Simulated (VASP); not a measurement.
# TePb in VASP: settings compared

Aim: see how the results for TePb move with the level of theory and the settings. Levels: LDA, r2SCAN, PBE, PBEsol. Tasks: single point.

All numbers are computed with VASP 6.6.1; they aren't measurements. Logs are shortened: lines on timing, memory, paths and dates and some standing lists are left out, and cuts for length are marked.

## (1) The cell of the first run

The structure is cubic, space group Fm-3m (No. 225). Conventional cell: a = 6.542 Å, b = 6.542 Å, c = 6.542 Å, α = 90.00°, β = 90.00°, γ = 90.00°. Within 4.3 Å of Te (site symmetry m-3m) lie 6 Pb at 3.27 Å. Pb (site symmetry m-3m) has 6 Te at 3.27 Å within 4.3 Å.

## (2) Single point, LDA

Contents of INCAR:

```
SYSTEM = TePb
ALGO = Normal
EDIFF = 1E-6
ENCUT = 500
GGA_COMPAT = .FALSE.
ISIF = 2
ISMEAR = 0
LASPH = .TRUE.
LCHARG = .FALSE.
LREAL = .FALSE.
LWAVE = .FALSE.
NBANDS = 17
NELM = 120
PREC = Accurate
SIGMA = 0.1
```

Contents of KPOINTS:

```
k-points
0
G
  4 4 4
  0 0 0
```

Contents of POSCAR:

```
TePb
1.0
    0.0000000000      3.2708968051      3.2708968051
    3.2708968051      0.0000000000      3.2708968051
    3.2708968051      3.2708968051      0.0000000000
Te Pb
1 1
Direct
    0.0000000000      0.0000000000      0.0000000000
    0.5000000000      0.5000000000      0.5000000000
```

Potentials or basis: VASP PAW LDA potentials, release 64 (Te, Pb_d).

Command:

```console
cat potpaw_LDA.64/Te/POTCAR potpaw_LDA.64/Pb_d/POTCAR > POTCAR
mpirun -np 1 vasp_std > vasp.out
```

OUTCAR:

```text
SYSTEM = TePb
   EDIFF = 1E-6
   ENCUT = 500
   ISIF = 2
   ISMEAR = 0
   LASPH = .TRUE.
   LREAL = .FALSE.
   NELM = 120
   PREC = Accurate

 ion  position               nearest neighbor table
   1  0.000  0.000  0.000-   2 3.27   2 3.27   2 3.27   2 3.27   2 3.27   2 3.27
   2  0.500  0.500  0.500-   1 3.27   1 3.27   1 3.27   1 3.27   1 3.27   1 3.27

  LATTYP: Found a face centered cubic cell.
 ALAT       =     6.5417936102

  Lattice vectors:

 A1 = (   0.0000000000,   3.2708968051,   3.2708968051)
 A2 = (   3.2708968051,   0.0000000000,   3.2708968051)
 A3 = (   3.2708968051,   3.2708968051,   0.0000000000)

Analysis of symmetry for initial positions (statically):
=====================================================================
 Subroutine PRICEL returns:
 Original cell was already a primitive cell.

 Routine SETGRP: Setting up the symmetry group for a
 face centered cubic supercell.

 Subroutine GETGRP returns: Found 48 space group operations
 (whereof 48 operations were pure point group operations)
 out of a pool of 48 trial point group operations.

The static configuration has the point symmetry O_h .

Analysis of symmetry for dynamics (positions and initial velocities):
=====================================================================
 Subroutine PRICEL returns:
 Original cell was already a primitive cell.

 Routine SETGRP: Setting up the symmetry group for a
 face centered cubic supercell.

 Subroutine GETGRP returns: Found 48 space group operations
 (whereof 48 operations were pure point group operations)
 out of a pool of 48 trial point group operations.

The dynamic configuration has the point symmetry O_h .

 Subroutine INISYM returns: Found 48 space group operations
 (whereof 48 operations are pure point group operations),
 and found     1 'primitive' translations

----------------------------------------------------------------------------------------

                                     Primitive cell

  volume of cell :      69.9891

  direct lattice vectors                    reciprocal lattice vectors
     0.000000000  3.270896805  3.270896805    -0.152863276  0.152863276  0.152863276
     3.270896805  0.000000000  3.270896805     0.152863276 -0.152863276  0.152863276
     3.270896805  3.270896805  0.000000000     0.152863276  0.152863276 -0.152863276

  length of vectors
     4.625746623  4.625746623  4.625746623     0.264766960  0.264766960  0.264766960

  position of ions in fractional coordinates (direct lattice)
     0.000000000  0.000000000  0.000000000
     0.500000000  0.500000000  0.500000000

  ion indices of the primitive-cell ions
   primitive index   ion index
                 1           1
                 2           2

----------------------------------------------------------------------------------------

 KPOINTS: k-points

Automatic generation of k-mesh.
 Grid dimensions read from file:
 generate k-points for:    4    4    4

 Generating k-lattice:

  Cartesian coordinates                     Fractional coordinates (reciprocal lattice)
    -0.038215819  0.038215819  0.038215819     0.250000000  0.000000000  0.000000000
     0.038215819 -0.038215819  0.038215819     0.000000000  0.250000000  0.000000000
     0.038215819  0.038215819 -0.038215819     0.000000000  0.000000000  0.250000000

  Length of vectors
     0.066191740  0.066191740  0.066191740

  Shift w.r.t. Gamma in fractional coordinates (k-lattice)
     0.000000000  0.000000000  0.000000000

 Subroutine IBZKPT returns following result:
 ===========================================

 Found      8 irreducible k-points:

 Following reciprocal coordinates:
            Coordinates               Weight
  0.000000  0.000000  0.000000      1.000000
  0.250000  0.000000  0.000000      8.000000
  0.500000  0.000000  0.000000      4.000000
  0.250000  0.250000  0.000000      6.000000
  0.500000  0.250000  0.000000     24.000000
 -0.250000  0.250000  0.000000     12.000000
  0.500000  0.500000  0.000000      3.000000
 -0.250000  0.500000  0.250000      6.000000
   k-points           NKPTS =      8   k-points in BZ     NKDIM =      8   number of bands    NBANDS=     17
   number of dos      NEDOS =    301   number of ions     NIONS =      2
   total plane-waves  NPLWV =  46656
   dimension x,y,z NGX =    36 NGY =   36 NGZ =   36
   dimension x,y,z NGXF=    72 NGYF=   72 NGZF=   72
   ions per type =               1   1
   NGX,Y,Z   is equivalent  to a cutoff of  12.94, 12.94, 12.94 a.u.
   NGXF,Y,Z  is equivalent  to a cutoff of  25.88, 25.88, 25.88 a.u.
 SYSTEM =  TePb
   PREC   = accura    normal or accurate (medium, high low for compatibility)
   ISTART =      0    job   : 0-new  1-cont  2-samecut
   ICHARG =      2    charge: 1-file 2-atom 10-const
   ISPIN  =      1    spin polarized calculation?
   LNONCOLLINEAR =      F non collinear calculations
   LSORBIT =      F    spin-orbit coupling
   LASPH  =      T    aspherical Exc in radial PAW
   ENCUT  =  500.0 eV  36.75 Ry    6.06 a.u.   8.43  8.43  8.43*2*pi/ulx,y,z
   NELM   =    120;   NELMIN=  2; NELMDL= -5     # of ELM steps
   EDIFF  = 0.1E-05   stopping-criterion for ELM
   LREAL  =      F    real-space projection
   EDIFFG = 0.1E-04   stopping-criterion for IOM
   NSW    =      0    number of steps for IOM
   IBRION =     -1    ionic relax: 0-MD 1-quasi-New 2-CG
   NFREE  =      0    steps in history (QN), initial steepest desc. (CG)
   ISIF   =      2    stress and relaxation
   ISYM   =      2    0-nonsym 1-usesym 2-fastsym
   POTIM  = 0.5000    time-step for ionic-motion
   TEBEG  =    0.0;   TEEND  =   0.0 temperature during run
   PSTRESS=    0.0 pullay stress
   NELECT =      20.0000    total number of electrons
   NUPDOWN=      -1.0000    fix difference up-down
   EMIN   =  10.00;   EMAX   =-10.00  energy-range for DOS
   EFERMI =   0.00;   METHOD = LEGACY
   ISMEAR =     0;   SIGMA  =   0.10  broadening in eV -4-tet -1-fermi 0-gaus
   EFERMI_NEDOS =   21; number of points for ismear=-14 and -15
   IALGO  =     38    algorithm
   IMIX   =      4    mixing-type and parameters
     AMIX     =   0.40;   BMIX     =  1.00
     AMIX_MAG =   1.60;   BMIX_MAG =  1.00
  volume/ion in A,a.u.               =      34.99       236.15
  Fermi-wavevector in a.u.,A,eV,Ry     =   1.078304  2.037700 15.820039  1.162740
  Thomas-Fermi vector in A             =   2.214239
   LORBIT       =      0    0 simple, 1 ext, 2 COOP (PROOUT), +10 PAW based schemes
   GGA     = CA    functional components
   LHFCALC =     F    Hartree Fock is set to
   AEXX    =    0.0000 exact exchange contribution
   IVDW    =     0    specifies the selected vdW correction
   LEPSILON=     F    determine dielectric tensor
   LRPA    =     F    only Hartree local field effects (RPA)
 non-spin polarized calculation
 Gauss-broadening in eV      SIGMA  =   0.10
  energy-cutoff  :      500.00
  volume of cell :       69.99
 maximum number of plane-waves:      1812
 NGX is ok and might be reduce to    36
   NGX = 17   NGY = 17   NGZ = 17

 number of electron      20.0000001 magnetization

 Free energy of the ion-electron system (eV)
  ---------------------------------------------------
  ext. energy  EPLUGINS =         0.00000000
  ---------------------------------------------------
  free energy    TOTEN  =        -8.71881221 eV

  energy without entropy =       -8.71881219  energy(sigma->0) =       -8.71881220

 E-fermi :   5.2859     XC(G=0):  -9.4165

 val. band max:        4.9328506874   @ k =   0.5000   0.0000   0.0000
 cond. band min:       5.6389442037   @ k =   0.5000   0.0000   0.0000
 fundamental gap:      0.7060935164
 Fermi energy:         5.2859000331

 k-point     1 :       0.0000    0.0000    0.0000
  band No.  band energies     occupation
      1     -11.6745      2.00000
      2     -11.6745      2.00000
      3     -11.6632      2.00000
      4     -11.6632      2.00000
      5     -11.6632      2.00000
      6      -6.8160      2.00000
[... 9 lines left out ...]
     16      10.8032      0.00000
     17      12.3124      0.00000

 k-point     2 :       0.2500    0.0000    0.0000
  band No.  band energies     occupation
      1     -11.6802      2.00000
      2     -11.6802      2.00000
      3     -11.6619      2.00000
      4     -11.6561      2.00000
      5     -11.6561      2.00000
      6      -6.3255      2.00000
[... 9 lines left out ...]
     16      11.8609      0.00000
     17      14.9808      0.00000

 k-point     3 :       0.5000    0.0000    0.0000
  band No.  band energies     occupation
      1     -11.6867      2.00000
      2     -11.6867      2.00000
      3     -11.6609      2.00000
      4     -11.6482      2.00000
      5     -11.6482      2.00000
      6      -5.4769      2.00000
[... 9 lines left out ...]
     16      14.1754      0.00000
     17      14.1754      0.00000

 k-point     4 :       0.2500    0.2500    0.0000
  band No.  band energies     occupation
      1     -11.6960      2.00000
      2     -11.6696      2.00000
      3     -11.6675      2.00000
      4     -11.6522      2.00000
      5     -11.6522      2.00000
      6      -6.1746      2.00000
[... 9 lines left out ...]
     16      13.3367      0.00000
     17      13.3374      0.00000

 k-point     5 :       0.5000    0.2500    0.0000
  band No.  band energies     occupation
      1     -11.7056      2.00000
      2     -11.6750      2.00000
      3     -11.6632      2.00000
      4     -11.6485      2.00000
      5     -11.6450      2.00000
      6      -5.3926      2.00000
[... 9 lines left out ...]
     16      14.5802      0.00000
     17      15.2878      0.00000

 k-point     6 :      -0.2500    0.2500    0.0000
  band No.  band energies     occupation
      1     -11.6903      2.00000
      2     -11.6833      2.00000
      3     -11.6573      2.00000
      4     -11.6526      2.00000
      5     -11.6514      2.00000
      6      -5.6448      2.00000
[... 9 lines left out ...]
     16      13.4432      0.00000
     17      14.2492      0.00000

 k-point     7 :       0.5000    0.5000    0.0000
  band No.  band energies     occupation
      1     -11.7264      2.00000
      2     -11.6718      2.00000
      3     -11.6646      2.00000
      4     -11.6404      2.00000
      5     -11.6404      2.00000
      6      -5.2646      2.00000
[... 9 lines left out ...]
     16      15.5968      0.00000
     17      15.8380      0.00000

 k-point     8 :      -0.2500    0.5000    0.2500
  band No.  band energies     occupation
      1     -11.7110      2.00000
      2     -11.6755      2.00000
      3     -11.6566      2.00000
      4     -11.6566      2.00000
      5     -11.6404      2.00000
      6      -5.1182      2.00000
[... 9 lines left out ...]
     16      15.8154      0.00000
     17      15.8504      0.00000

------------------------ aborting loop because EDIFF is reached ----------------------------------------

  FORCE on cell =-STRESS in cart. coord.  units (eV):
  Direction    XX          YY          ZZ          XY          YZ          ZX
  --------------------------------------------------------------------------------------
  -------------------------------------------------------------------------------------
  Total       -1.3289170     -1.3289170     -1.3289170     -0.0000000      0.0000000     -0.0000000
  in kB      -30.4213094    -30.4213094    -30.4213094     -0.0000000      0.0000000     -0.0000000
  external PRESSURE =     -30.4213094 kB  Pullay stress =       0.0000000 kB

 VOLUME and BASIS-vectors are now :
 -----------------------------------------------------------------------------
  energy-cutoff  :      500.00
  volume of cell :       69.99
      direct lattice vectors                 reciprocal lattice vectors
     0.000000000  3.270896805  3.270896805    -0.152863276  0.152863276  0.152863276
     3.270896805  0.000000000  3.270896805     0.152863276 -0.152863276  0.152863276
     3.270896805  3.270896805  0.000000000     0.152863276  0.152863276 -0.152863276

 POSITION                                       TOTAL-FORCE (eV/Angst)
 -----------------------------------------------------------------------------------
      0.00000      0.00000      0.00000        -0.000000     -0.000000      0.000000
      3.27090      3.27090      3.27090         0.000000      0.000000     -0.000000
 -----------------------------------------------------------------------------------
    total drift:                                0.000000      0.000000      0.000000

  FREE ENERGIE OF THE ION-ELECTRON SYSTEM (eV)
  ---------------------------------------------------
  free  energy   TOTEN  =        -8.7188122139 eV

  energy  without entropy=       -8.7188121867  energy(sigma->0) =       -8.71881220
```

Run time: 16 s. Hardware: 1 thread of Intel Xeon 8259CL, shared host; peak memory 0.17 GiB.

What came out:

- Free energy: -8.7188 eV
- Pressure: -3.0 GPa
- Band gap on the k mesh: 0.71 eV

Levels at points of the mesh, in eV from the valence-band top:
```tsv
k point	band 6	band 7	band 8	band 9	band 10	band 11	band 12	band 13	band 14	band 15
(0.00, 0.00, 0.00)	-11.75	-5.76	-1.20	-1.20	-1.20	3.95	3.95	3.95	5.87	5.87
(0.50, 0.00, 0.00)	-10.41	-8.44	-0.75	-0.75	0.00	0.71	1.30	1.30	8.26	9.10
(0.50, 0.50, 0.00)	-10.20	-7.29	-4.22	-2.59	-2.59	3.41	5.26	5.26	6.40	10.02
```

Caveat: the cell stands under tension; spin-orbit coupling is left out, which moves the levels of the heavy elements.

## (3) Single point, r2SCAN, collinear spin, zero start

POSCAR is that of step 2.

Contents of INCAR.step1:

```
PREC     = Accurate       # precision mode
ENCUT    = 550            # plane-wave cutoff, eV
ISMEAR   = 0              # smearing method
SIGMA    = 0.1            # smearing width, eV
LREAL    = F              # projectors in reciprocal space
LASPH    = T              # aspherical terms in the spheres
NELM     = 200            # most SCF steps
ISPIN    = 2              # spin polarisation
MAGMOM   = 0 0            # initial moments
NBANDS   = 21             # bands
GGA      = PE             # functional
ALGO     = Normal         # electronic algorithm
EDIFF    = 1E-5           # SCF threshold, eV
LWAVE    = T              # write WAVECAR
LCHARG   = F              # write CHGCAR
GGA_COMPAT= F
```

Contents of INCAR.step2:

```
PREC     = Accurate       # precision mode
ENCUT    = 550            # plane-wave cutoff, eV
EDIFF    = 1E-6           # SCF threshold, eV
ISMEAR   = 0              # smearing method
SIGMA    = 0.1            # smearing width, eV
LREAL    = F              # projectors in reciprocal space
LASPH    = T              # aspherical terms in the spheres
NELM     = 200            # most SCF steps
ALGO     = Normal         # electronic algorithm
ISIF     = 2              # what is computed and relaxed
LWAVE    = F              # write WAVECAR
LCHARG   = F              # write CHGCAR
ISPIN    = 2              # spin polarisation
MAGMOM   = 0 0            # initial moments
LORBIT   = 11             # projections on sites
METAGGA  = R2SCAN         # meta-GGA
LMIXTAU  = T            
NBANDS   = 21             # bands
ISTART   = 1            
GGA_COMPAT= F
```

Contents of KPOINTS:

```
regular mesh
0
Gamma
  2 2 2
```

Potentials or basis: VASP PAW PBE potentials, release 64 (Te, Pb_d).

Command:

```console
cat potpaw_PBE.64/Te/POTCAR potpaw_PBE.64/Pb_d/POTCAR > POTCAR
cp INCAR.step1 INCAR
mpirun -np 1 vasp_std > vasp.out
cp INCAR.step2 INCAR
mpirun -np 1 vasp_std > vasp.out
```

OUTCAR:

```text
PREC = Accurate
   ENCUT = 550
   EDIFF = 1E-6
   ISMEAR = 0
   LREAL = F
   LASPH = T
   NELM = 200
   ISIF = 2
   ISPIN = 2
   LORBIT = 11
   METAGGA = R2SCAN
   ISTART = 1

 ion  position               nearest neighbor table
   1  0.000  0.000  0.000-   2 3.27   2 3.27   2 3.27   2 3.27   2 3.27   2 3.27
   2  0.500  0.500  0.500-   1 3.27   1 3.27   1 3.27   1 3.27   1 3.27   1 3.27

  LATTYP: Found a face centered cubic cell.
 ALAT       =     6.5417936102

  Lattice vectors:

 A1 = (   0.0000000000,   3.2708968051,   3.2708968051)
 A2 = (   3.2708968051,   0.0000000000,   3.2708968051)
[... 336 lines left out ...]

 VOLUME and BASIS-vectors are now :
 -----------------------------------------------------------------------------
  energy-cutoff  :      550.00
  volume of cell :       69.99
      direct lattice vectors                 reciprocal lattice vectors
     0.000000000  3.270896805  3.270896805    -0.152863276  0.152863276  0.152863276
     3.270896805  0.000000000  3.270896805     0.152863276 -0.152863276  0.152863276
     3.270896805  3.270896805  0.000000000     0.152863276  0.152863276 -0.152863276

 POSITION                                       TOTAL-FORCE (eV/Angst)
 -----------------------------------------------------------------------------------
      0.00000      0.00000      0.00000        -0.000000      0.000000      0.000000
      3.27090      3.27090      3.27090         0.000000     -0.000000     -0.000000
 -----------------------------------------------------------------------------------
    total drift:                                0.000000      0.000000      0.000000

  FREE ENERGIE OF THE ION-ELECTRON SYSTEM (eV)
  ---------------------------------------------------
  free  energy   TOTEN  =       -81.2187199643 eV

  energy  without entropy=      -81.2187199643  energy(sigma->0) =      -81.21871996

 total charge

# of ion       s       p       d       tot
------------------------------------------
    1        1.334   2.210   0.004   3.547
    2        1.521   0.410   9.847  11.778
--------------------------------------------------
tot          2.855   2.620   9.851  15.326

 magnetization (x)

# of ion       s       p       d       tot
------------------------------------------
    1       -0.000   0.000   0.000   0.000
    2        0.000   0.000  -0.000   0.000
--------------------------------------------------
tot          0.000   0.000  -0.000   0.000
```

OUTCAR.step1:

```text
PREC = Accurate
   ENCUT = 550
   ISMEAR = 0
   LREAL = F
   LASPH = T
[... 363 lines left out ...]
 -----------------------------------------------------------------------------------
      0.00000      0.00000      0.00000         0.000000      0.000000     -0.000000
      3.27090      3.27090      3.27090        -0.000000     -0.000000      0.000000
 -----------------------------------------------------------------------------------
    total drift:                                0.000000      0.000000      0.000000

  FREE ENERGIE OF THE ION-ELECTRON SYSTEM (eV)
  ---------------------------------------------------
  free  energy   TOTEN  =        -5.9600467863 eV

  energy  without entropy=       -5.9600456618  energy(sigma->0) =       -5.96004622
```

OSZICAR.step1:

```text
N       E                     dE             d eps       ncg     rms          rms(c)
DAV:   1     0.161453732345E+03    0.16145E+03   -0.92187E+03   252   0.973E+02
DAV:   2     0.627021705964E+01   -0.15518E+03   -0.14878E+03   280   0.270E+02
DAV:   3    -0.602395209220E+01   -0.12294E+02   -0.11826E+02   303   0.781E+01
DAV:   4    -0.638808432613E+01   -0.36413E+00   -0.36396E+00   302   0.135E+01
DAV:   5    -0.640502064646E+01   -0.16936E-01   -0.16932E-01   387   0.305E+00    0.309E+00
DAV:   6    -0.599466840309E+01    0.41035E+00   -0.68627E-01   367   0.420E+00    0.177E+00
DAV:   7    -0.595371918444E+01    0.40949E-01   -0.32402E-01   334   0.208E+00    0.109E+00
DAV:   8    -0.596030760845E+01   -0.65884E-02   -0.29817E-02   329   0.157E+00    0.354E-01
DAV:   9    -0.596006573360E+01    0.24187E-03   -0.16339E-03   350   0.298E-01    0.162E-01
DAV:  10    -0.595999824619E+01    0.67487E-04   -0.59039E-04   332   0.203E-01    0.985E-02
DAV:  11    -0.596004702216E+01   -0.48776E-04   -0.13033E-04   302   0.468E-02    0.183E-02
DAV:  12    -0.596004678627E+01    0.23589E-06   -0.82120E-06   240   0.159E-02
   1 F= -.59600468E+01 E0= -.59600462E+01  d E =-.112451E-05  mag=    -0.0000
```

Wall time 1.8 min (1 thread of Intel Xeon 8259CL, shared host); peak memory 0.26 GiB.

Results:

```
Free energy                                           : -81.2187 eV
Pressure                                              : 6.4 GPa
Band gap on the k mesh                                : 1.01 eV
Net moment                                            : 0.00 μB per cell
Valence electrons inside the program's atomic spheres : Te 3.55; Pb 11.78
```

Caveat: the k points lie up to 0.83 Å⁻¹ apart, too coarse for converged energies, forces and pressures; the PAW data sets were made with another functional, which shifts forces and pressure a little; spin-orbit coupling is left out, which moves the levels of the heavy elements.

(Continued in part 2 of 2.)
